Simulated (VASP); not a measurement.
A run of VASP 6.6.1:

File INCAR:

```
  PREC = Accurate
  ENCUT = 520
  EDIFF = 1E-6
  ISMEAR = 0
  SIGMA = 0.1
  LREAL = False
  LASPH = True
  NELM = 100
  ALGO = Normal
  ISIF = 2
  LWAVE = False
  LCHARG = True
  LDIPOL = True
  IDIPOL = 3
  DIPOL = 0.5 0.5 0.324
  GGA = PE
  LELF = True
  LVHAR = True
  LVACPOTAV = True
  NBANDS = 80
```

Contents of KPOINTS:

```
Automatic mesh
0
Gamma
  6 6 1
```

The input POSCAR:

```
Cu12N
1.0
    5.1332392722      0.0000000000      0.0000000000
   -2.5666196361      4.4455156134      0.0000000000
    0.0000000000      0.0000000000     19.6236283438
Cu N
12 1
Direct
    0.3333333333      0.1666666667      0.2038359028
    0.3333333333      0.6666666667      0.2038359028
    0.8333333333      0.1666666667      0.2038359028
    0.8333333333      0.6666666667      0.2038359028
    0.1666666667      0.3333333333      0.3089002490
    0.1666666667      0.8333333333      0.3089002490
    0.6666666667      0.3333333333      0.3089002490
    0.6666666667      0.8333333333      0.3089002490
    0.0000000000      0.0000000000      0.4139717794
    0.0000000000      0.5000000000      0.4139717794
    0.5000000000      0.0000000000      0.4139717794
    0.5000000000      0.5000000000      0.4139717794
    0.0000000000      0.0000000000      0.5002793796
```

Potentials or basis: VASP PAW PBE potentials, release 64 (Cu, N).

Launch:

```sh
$ cat potpaw_PBE.64/Cu/POTCAR potpaw_PBE.64/N/POTCAR > POTCAR
$ mpirun -np 1 vasp_std > vasp.out
```

Hardware: 1 thread of Intel(R) Xeon(R) Platinum 8488C (Sapphire Rapids) (shared host).

Question: How long does it take, and how much memory?

Answer: Wall time 11 min on 1 thread of Intel(R) Xeon(R) Platinum 8488C (Sapphire Rapids) (shared host), peak memory 0.63 GiB. Counts: scf iterations 29, k points 7.
